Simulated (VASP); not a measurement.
# KF in VASP: notebook, part 2 of 2

VASP 6.6.1. Earlier steps stand in the parts before.

## Step 4: Single point, LDA

INCAR

```
ALGO = Normal
EDIFF = 1E-6
ENCUT = 520
GGA = CA
ISIF = 2
ISMEAR = -1
LASPH = True
LCHARG = False
LREAL = False
LWAVE = False
NBANDS = 15
NELM = 80
PREC = Accurate
SIGMA = 0.01
```

KPOINTS

```
Automatic mesh
0
Gamma
  8 8 8
  0.5 0.5 0.5
```

POSCAR

```
KF
1.0
    3.0832301891      0.0000000000      0.0000000000
    0.0000000000      3.0832301891      0.0000000000
    0.0000000000      0.0000000000      3.0832301891
K F
1 1
Direct
    0.0000000000      0.0000000000      0.0000000000
    0.5000000000      0.5000000000      0.5000000000
```

Potentials or basis: VASP PAW LDA potentials, release 64 (K_sv, F).

Run with:

```
$ cat potpaw_LDA.64/K_sv/POTCAR potpaw_LDA.64/F/POTCAR > POTCAR
$ mpirun -np 1 vasp_std > vasp.out
```

OUTCAR:

```text
EDIFF = 1E-6
   ENCUT = 520
   GGA = CA
   ISIF = 2
   ISMEAR = -1
   LASPH = True
   LREAL = False
   NELM = 80
   PREC = Accurate

 ion  position               nearest neighbor table
   1  0.000  0.000  0.000-   2 2.67   2 2.67   2 2.67   2 2.67   2 2.67   2 2.67   2 2.67   2 2.67

   2  0.500  0.500  0.500-   1 2.67   1 2.67   1 2.67   1 2.67   1 2.67   1 2.67   1 2.67   1 2.67

  LATTYP: Found a simple cubic cell.
 ALAT       =     3.0832301891

  Lattice vectors:

 A1 = (   3.0832301891,   0.0000000000,   0.0000000000)
 A2 = (   0.0000000000,   3.0832301891,   0.0000000000)
 A3 = (   0.0000000000,   0.0000000000,   3.0832301891)

Analysis of symmetry for initial positions (statically):
=====================================================================
 Subroutine PRICEL returns:
 Original cell was already a primitive cell.

 Routine SETGRP: Setting up the symmetry group for a
 simple cubic supercell.

 Subroutine GETGRP returns: Found 48 space group operations
 (whereof 48 operations were pure point group operations)
 out of a pool of 48 trial point group operations.

The static configuration has the point symmetry O_h .

Analysis of symmetry for dynamics (positions and initial velocities):
=====================================================================
 Subroutine PRICEL returns:
 Original cell was already a primitive cell.

 Routine SETGRP: Setting up the symmetry group for a
 simple cubic supercell.

 Subroutine GETGRP returns: Found 48 space group operations
 (whereof 48 operations were pure point group operations)
 out of a pool of 48 trial point group operations.

The dynamic configuration has the point symmetry O_h .

 Subroutine INISYM returns: Found 48 space group operations
 (whereof 48 operations are pure point group operations),
 and found     1 'primitive' translations

----------------------------------------------------------------------------------------

                                     Primitive cell

  volume of cell :      29.3101

  direct lattice vectors                    reciprocal lattice vectors
     3.083230189  0.000000000  0.000000000     0.324335174  0.000000000  0.000000000
     0.000000000  3.083230189  0.000000000     0.000000000  0.324335174  0.000000000
     0.000000000  0.000000000  3.083230189     0.000000000  0.000000000  0.324335174

  length of vectors
     3.083230189  3.083230189  3.083230189     0.324335174  0.324335174  0.324335174

  position of ions in fractional coordinates (direct lattice)
     0.000000000  0.000000000  0.000000000
     0.500000000  0.500000000  0.500000000

  ion indices of the primitive-cell ions
   primitive index   ion index
                 1           1
                 2           2

----------------------------------------------------------------------------------------

 KPOINTS: Automatic mesh

Automatic generation of k-mesh.
 Grid dimensions read from file:
 generate k-points for:    8    8    8

 Generating k-lattice:

[... 21 lines left out ...]
  0.437500  0.062500  0.062500     24.000000
  0.187500  0.187500  0.062500     24.000000
  0.312500  0.187500  0.062500     48.000000
[... 12 lines left out ...]
  0.437500  0.437500  0.312500     24.000000
  0.437500  0.437500  0.437500      8.000000
   k-points           NKPTS =     20   k-points in BZ     NKDIM =     20   number of bands    NBANDS=     15
   number of dos      NEDOS =    301   number of ions     NIONS =      2
   total plane-waves  NPLWV =  13824
   dimension x,y,z NGX =    24 NGY =   24 NGZ =   24
   dimension x,y,z NGXF=    48 NGYF=   48 NGZF=   48
   ions per type =               1   1
   NGX,Y,Z   is equivalent  to a cutoff of  12.94, 12.94, 12.94 a.u.
   NGXF,Y,Z  is equivalent  to a cutoff of  25.88, 25.88, 25.88 a.u.
 SYSTEM =  unknown system
   PREC   = accura    normal or accurate (medium, high low for compatibility)
   ISTART =      0    job   : 0-new  1-cont  2-samecut
   ICHARG =      2    charge: 1-file 2-atom 10-const
   ISPIN  =      1    spin polarized calculation?
   LNONCOLLINEAR =      F non collinear calculations
   LSORBIT =      F    spin-orbit coupling
   LASPH  =      T    aspherical Exc in radial PAW
   ENCUT  =  520.0 eV  38.22 Ry    6.18 a.u.   5.73  5.73  5.73*2*pi/ulx,y,z
   NELM   =     80;   NELMIN=  2; NELMDL= -5     # of ELM steps
   EDIFF  = 0.1E-05   stopping-criterion for ELM
   LREAL  =      F    real-space projection
   EDIFFG = 0.1E-04   stopping-criterion for IOM
   NSW    =      0    number of steps for IOM
   IBRION =     -1    ionic relax: 0-MD 1-quasi-New 2-CG
   NFREE  =      0    steps in history (QN), initial steepest desc. (CG)
   ISIF   =      2    stress and relaxation
   ISYM   =      2    0-nonsym 1-usesym 2-fastsym
   POTIM  = 0.5000    time-step for ionic-motion
   TEBEG  =    0.0;   TEEND  =   0.0 temperature during run
   PSTRESS=    0.0 pullay stress
   NELECT =      16.0000    total number of electrons
   NUPDOWN=      -1.0000    fix difference up-down
   EMIN   =  10.00;   EMAX   =-10.00  energy-range for DOS
   EFERMI =   0.00;   METHOD = LEGACY
   ISMEAR =    -1;   SIGMA  =   0.01  broadening in eV -4-tet -1-fermi 0-gaus
   EFERMI_NEDOS =   21; number of points for ismear=-14 and -15
   IALGO  =     38    algorithm
   IMIX   =      4    mixing-type and parameters
     AMIX     =   0.40;   BMIX     =  1.00
     AMIX_MAG =   1.60;   BMIX_MAG =  1.00
  volume/ion in A,a.u.               =      14.66        98.90
  Fermi-wavevector in a.u.,A,eV,Ry     =   1.337957  2.528372 24.356189  1.790129
  Thomas-Fermi vector in A             =   2.466465
   LORBIT       =      0    0 simple, 1 ext, 2 COOP (PROOUT), +10 PAW based schemes
   GGA     = CA    functional components
   LHFCALC =     F    Hartree Fock is set to
   AEXX    =    0.0000 exact exchange contribution
   IVDW    =     0    specifies the selected vdW correction
   LEPSILON=     F    determine dielectric tensor
   LRPA    =     F    only Hartree local field effects (RPA)
 non-spin polarized calculation
  energy-cutoff  :      520.00
  volume of cell :       29.31
 maximum number of plane-waves:       797
 NGX is ok and might be reduce to    24
   NGX = 11   NGY = 11   NGZ = 11

 number of electron      16.0000014 magnetization

 Free energy of the ion-electron system (eV)
  ---------------------------------------------------
  ext. energy  EPLUGINS =         0.00000000
  ---------------------------------------------------
  free energy    TOTEN  =        -8.96780198 eV

  energy without entropy =       -8.96780198  energy(sigma->0) =       -8.96780198

 E-fermi :  -1.6544     XC(G=0): -10.5624

 val. band max:       -1.9199032462   @ k =   0.0625   0.0625   0.0625
 cond. band min:       5.6943419565   @ k =   0.0625   0.0625   0.0625
 fundamental gap:      7.6142452027
 Fermi energy:        -1.6544019711

 k-point     1 :       0.0625    0.0625    0.0625
  band No.  band energies     occupation
      1     -28.0548      2.00000
      2     -20.4942      2.00000
      3     -11.1086      2.00000
      4     -11.1086      2.00000
      5     -11.0585      2.00000
      6      -2.0371      2.00000
      7      -1.9199      2.00000
      8      -1.9199      2.00000
      9       5.6943      0.00000
     10       6.5866      0.00000
     11       6.5866      0.00000
     12      12.8162      0.00000
     13      12.8162      0.00000
     14      12.9610      0.00000
[... 329 lines left out ...]
      2     -20.2744      2.00000
      3     -11.9398      2.00000
      4     -11.9137      2.00000
      5     -11.9137      2.00000
      6      -3.2244      2.00000
      7      -3.2244      2.00000
      8      -3.1287      2.00000
      9       9.0468      0.00000
     10       9.2785      0.00000
     11       9.2785      0.00000
     12      13.5236      0.00000
     13      13.5236      0.00000
     14      14.3647      0.00000
     15      16.6420      0.00000

------------------------ aborting loop because EDIFF is reached ----------------------------------------

  FORCE on cell =-STRESS in cart. coord.  units (eV):
  Direction    XX          YY          ZZ          XY          YZ          ZX
  --------------------------------------------------------------------------------------
  -------------------------------------------------------------------------------------
  Total        0.0638896      0.0638896      0.0638896      0.0000000     -0.0000000     -0.0000000
  in kB        3.4923896      3.4923896      3.4923896      0.0000000     -0.0000000     -0.0000000
  external PRESSURE =       3.4923896 kB  Pullay stress =       0.0000000 kB

 VOLUME and BASIS-vectors are now :
 -----------------------------------------------------------------------------
  energy-cutoff  :      520.00
  volume of cell :       29.31
      direct lattice vectors                 reciprocal lattice vectors
     3.083230189  0.000000000  0.000000000     0.324335174  0.000000000  0.000000000
     0.000000000  3.083230189  0.000000000     0.000000000  0.324335174  0.000000000
     0.000000000  0.000000000  3.083230189     0.000000000  0.000000000  0.324335174

 POSITION                                       TOTAL-FORCE (eV/Angst)
 -----------------------------------------------------------------------------------
      0.00000      0.00000      0.00000         0.000000      0.000000      0.000000
      1.54162      1.54162      1.54162         0.000000      0.000000      0.000000
 -----------------------------------------------------------------------------------
    total drift:                                0.000000      0.000000     -0.000000

  FREE ENERGIE OF THE ION-ELECTRON SYSTEM (eV)
  ---------------------------------------------------
  free  energy   TOTEN  =        -8.9678019813 eV

  energy  without entropy=       -8.9678019813  energy(sigma->0) =       -8.96780198
```

It took 5.8 s on 1 thread of AMD EPYC 7R43 (Zen 3), shared host; peak memory 0.09 GiB.

What came out:

| Quantity | Value |
| --- | --- |
| Free energy | -8.9678 eV |
| Pressure | 0.3 GPa |
| Band gap on the k mesh | 7.61 eV, direct |

## Step 5: Single point, LDA

This run uses another cell than the first one, of 14.88 Å³/atom, 1.015 times its volume.

INCAR

```
PREC     = Accurate       # precision mode
ENCUT    = 520            # plane-wave cutoff, eV
EDIFF    = 1E-7           # SCF threshold, eV
ISMEAR   = 0              # smearing method
SIGMA    = 0.01           # smearing width, eV
LREAL    = False          # projectors in reciprocal space
LASPH    = True           # aspherical terms in the spheres
NELM     = 80             # most SCF steps
ALGO     = Normal         # electronic algorithm
ISIF     = 2              # what is computed and relaxed
LWAVE    = False          # write WAVECAR
LCHARG   = False          # write CHGCAR
NBANDS   = 15             # bands
```

KPOINTS

```
Automatic mesh
0
Gamma
  8 8 8
```

POSCAR

```
KF
1.0
    3.0986463401      0.0000000000      0.0000000000
    0.0000000000      3.0986463401      0.0000000000
    0.0000000000      0.0000000000      3.0986463401
K F
1 1
Direct
    0.0000000000      0.0000000000      0.0000000000
    0.5000000000      0.5000000000      0.5000000000
```

Run with:

```
$ cat potpaw_LDA.64/K_sv/POTCAR potpaw_LDA.64/F/POTCAR > POTCAR
$ mpirun -np 1 vasp_std > vasp.out
```

Wall time 9.2 s (1 thread of AMD EPYC 7R43 (Zen 3), shared host); peak memory 0.1 GiB.

The run converged. Its results:

* Free energy: -8.9682 eV
* Pressure: -0.4 GPa
* Band gap on the k mesh: 7.07 eV, indirect (least direct gap 7.08 eV)

Levels at points of the mesh, in eV from the valence-band top:
```csv
k point,band 5,band 6,band 7,band 8,band 9,band 10,band 11,band 12
"(0.00, 0.00, 0.00)",-9.24,-0.01,-0.01,-0.01,7.07,8.21,8.21,14.81
"(0.50, 0.00, 0.00)",-9.05,-1.51,-0.23,-0.23,9.41,10.14,12.15,13.18
"(0.50, 0.50, 0.00)",-8.92,-0.63,-0.63,0.00,8.66,9.27,12.39,12.39
"(0.50, 0.50, 0.50)",-10.09,-1.39,-1.39,-1.39,11.01,11.01,11.01,16.61
```

A k mesh can miss the band edges. A hybrid or GW would open this gap; LDA tends to underestimate it.

## Step 6: Single point, LDA (equal xy, yz and zx engineering shears of -0.5 %)

INCAR

```
SYSTEM = KF
  PREC = Accurate
  ENCUT = 520
  EDIFF = 1E-7
  ISMEAR = 0
  SIGMA = 0.01
  LREAL = .FALSE.
  LASPH = .TRUE.
  NELM = 80
  ALGO = Normal
  ISIF = 2
  LWAVE = .FALSE.
  LCHARG = .FALSE.
  NBANDS = 15
```

KPOINTS

```
regular mesh
0
G
  8 8 8
  0 0 0
```

POSCAR

```
KF
1.0
    3.0832301891     -0.0077080755     -0.0077080755
   -0.0077080755      3.0832301891     -0.0077080755
   -0.0077080755     -0.0077080755      3.0832301891
K F
1 1
Direct
    0.0000000000      0.0000000000      0.0000000000
    0.5000000000      0.5000000000      0.5000000000
```

Potentials or basis: VASP PAW LDA potentials, release 64 (K_sv, F).

Run with:

```
$ cat potpaw_LDA.64/K_sv/POTCAR potpaw_LDA.64/F/POTCAR > POTCAR
$ mpirun -np 1 vasp_std > vasp.out
```

Run time: 17 s. Hardware: 1 thread of AMD EPYC 7R43 (Zen 3), shared host; peak memory 0.11 GiB.

Results (log left out):

```
Free energy            : -8.9676 eV
Pressure               : 0.4 GPa
Band gap on the k mesh : 7.20 eV, direct
```

Stress tensor (GPa, compression positive):
```
0.36 0.09 0.09
0.09 0.36 0.09
0.09 0.09 0.36
```

Levels at points of the mesh, in eV from the valence-band top:
```csv
k point,band 4,band 5,band 6,band 7,band 8,band 9,band 10,band 11,band 12,band 13
"(0.00, 0.00, 0.00)",-9.19,-9.19,0.00,0.00,0.00,7.20,8.23,8.23,14.89,14.91
"(0.50, 0.00, 0.00)",-8.99,-8.99,-1.54,-0.24,-0.22,9.44,10.25,12.33,13.24,13.28
"(0.50, 0.50, 0.00)",-10.43,-8.85,-0.64,-0.63,0.00,8.70,9.32,12.44,12.46,15.86
"(0.50, 0.50, 0.50)",-10.07,-10.05,-1.42,-1.42,-1.42,11.06,11.06,11.15,16.76,16.76
```

Caveat: the cell differs from its parent crystal (equal xy, yz and zx engineering shears of -0.5 %). A k mesh can miss the band edges.

## Step 7: Overview

```tsv
cell	k mesh	smearing	gap on the mesh (eV)	pressure (GPa)
a = 3.083 Å, 2 atoms	8 × 8 × 8	gaussian 0.01 eV	7.20	0.4
a = 3.068 Å, 2 atoms	8 × 8 × 8	gaussian 0.01 eV	7.34	1.2
a = 3.083 Å, 2 atoms	8 × 8 × 8, shifted	fermi-dirac 0.01 eV	7.61	0.3
a = 3.099 Å, 2 atoms	8 × 8 × 8	gaussian 0.01 eV	7.07	-0.4
a = 3.083 Å, angles 90.3°, 2 atoms	8 × 8 × 8	gaussian 0.01 eV	7.20	0.4
```

Alike in all rows: task single point; level LDA; potentials or basis VASP PAW LDA potentials, release 64 (K_sv, F); no spin polarisation; cutoff (eV) 520.

Total energies depend on the potentials used, so only differences within one code and one set of settings carry meaning.
